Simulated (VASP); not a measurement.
Nb3BN4, 8 atoms in the cell. The structure is cubic, space group P-43m (No. 215). Conventional cell: a = 4.486 Å, b = 4.486 Å, c = 4.486 Å, α = 90.00°, β = 90.00°, γ = 90.00°. Nb (site symmetry -42m) has 4 N at 2.10 Å within 2.8 Å. B (site symmetry -43m) has 4 N at 1.57 Å within 2.1 Å. Within 2.1 Å of N (site symmetry 3m) lie 1 B at 1.57 Å and 3 Nb at 2.10 Å. The cell was built from a structure type or drawn by symmetry, and may not be a known phase.

* Program: VASP 6.6.1
* Task: relaxation of cell and atoms
* Functional: PBE
* Potentials or basis: VASP PAW PBE potentials, release 64 (Nb_sv, B, N)
* Cutoff: 600 eV
* k mesh: 8 × 8 × 8
* Occupations: gaussian, width 0.1 eV
* Spin: no spin polarisation
* Dipole correction: no
* Further INCAR settings: ALGO = Normal; EDIFF = 1e-07; IBRION = 2; EDIFFG = -0.01; NSW = 100; ISIF = 3

Potentials or basis: VASP PAW PBE potentials, release 64 (Nb_sv, B, N).

The run is started by

```sh
$ cat potpaw_PBE.64/Nb_sv/POTCAR potpaw_PBE.64/B/POTCAR potpaw_PBE.64/N/POTCAR > POTCAR
$ mpirun -np 1 vasp_std > vasp.out
```

Hardware: 1 thread of Intel(R) Xeon(R) 6975P-C (Granite Rapids) (shared host).

Task: How long does it take, and how much memory?

Result: Run time: 2.4 min on 1 thread of Intel(R) Xeon(R) 6975P-C (Granite Rapids), with other jobs on the host, peak memory 0.28 GiB. Counts: scf iterations 35, k points 35, ion steps 3.
